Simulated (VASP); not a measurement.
Set up this calculation in VASP 6.6.1, as the native input.

* Task: single point
* Functional: pbesol exchange, pbe correlation
* Potentials or basis: VASP PAW PBE potentials, release 64 (Te, Cd)
* Cutoff: 500 eV
* k mesh: 7 × 7 × 7
* Occupations: tetrahedron
* Spin: no spin polarisation
* Dipole correction: no
* Further INCAR settings: ALGO = Normal; EDIFF = 1e-06; NBANDS = 16

The structure of CdTe lies in POSCAR:

```
CdTe
1.0
    0.0000000000      3.2471758892      3.2471758892
    3.2471758892      0.0000000000      3.2471758892
    3.2471758892      3.2471758892      0.0000000000
Te Cd
1 1
Direct
    0.7500000000      0.7500000000      0.7500000000
    0.0000000000      0.0000000000      0.0000000000
```

The input as run:

INCAR

```
SYSTEM = CdTe
PREC = Accurate
ENCUT = 500
EDIFF = 1E-6
ISMEAR = -5
SIGMA = 0.05
LREAL = .FALSE.
LASPH = .TRUE.
NELM = 120
ALGO = Normal
ISIF = 2
LWAVE = .FALSE.
LCHARG = .FALSE.
GGA = LIBXC
LIBXC1 = GGA_X_PBE_SOL
LIBXC2 = GGA_C_PBE
NBANDS = 16
GGA_COMPAT = .FALSE.
```

KPOINTS

```
regular mesh
0
G
  7 7 7
  0 0 0
```

Potentials or basis: VASP PAW PBE potentials, release 64 (Te, Cd).

Command:

```bash
$ cat potpaw_PBE.64/Te/POTCAR potpaw_PBE.64/Cd/POTCAR > POTCAR
$ mpirun -np 1 vasp_std > vasp.out
```

Results of the run:

The pressure is -0.3 GPa. The band gap on the k mesh is 0.69 eV.

Caveat: the PAW data sets were made with another functional, which shifts forces and pressure a little; spin-orbit coupling is left out, which moves the levels of the heavy elements.

Run time: 23 s on 1 thread of AMD EPYC 7R43 64-Core Processor (Zen 3) (shared host), peak memory 0.18 GiB.
